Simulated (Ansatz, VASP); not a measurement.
# Two plane-wave programs on TiSi

```
Ti Si
1.0
     1.87066   -2.18115    0.00000
     1.87066    2.18115    0.00000
     0.00000    0.00000    3.68982
Ti Si
1 1
Direct
  0.50000 0.50000 0.00000
  0.00000 0.00000 0.50000
```

Change from the starting cell: strain +0.030 along x and y, -0.030 along z, atoms carried along.

Alike in both runs: task single point; functional r2SCAN; k mesh 18 × 18 × 12; occupations gaussian, width 0.15 eV; no spin polarisation.

|  | VASP | Ansatz |
| --- | --- | --- |
| version | VASP 6.6.1 | Ansatz 0.2.0 |
| potentials or method | VASP PAW PBE potentials, release 64 (Ti_sv, Si), cutoff 520 eV | scalar-relativistic, plane waves, PAW |
| valence electrons in the cell | 16 | 16 |

```csv
,VASP,Ansatz,Ansatz less VASP
gap on the k mesh at the Fermi level (eV),none,none,-
pressure (GPa),-3.8,-4.2,-0.37
"traceless stress, the component that is largest in VASP (GPa)",4.05,4.10,+0.048
```

VASP's potentials were made for PBE, not for r2SCAN. A gap of «none» marks a metal or a gap that the smearing closes.
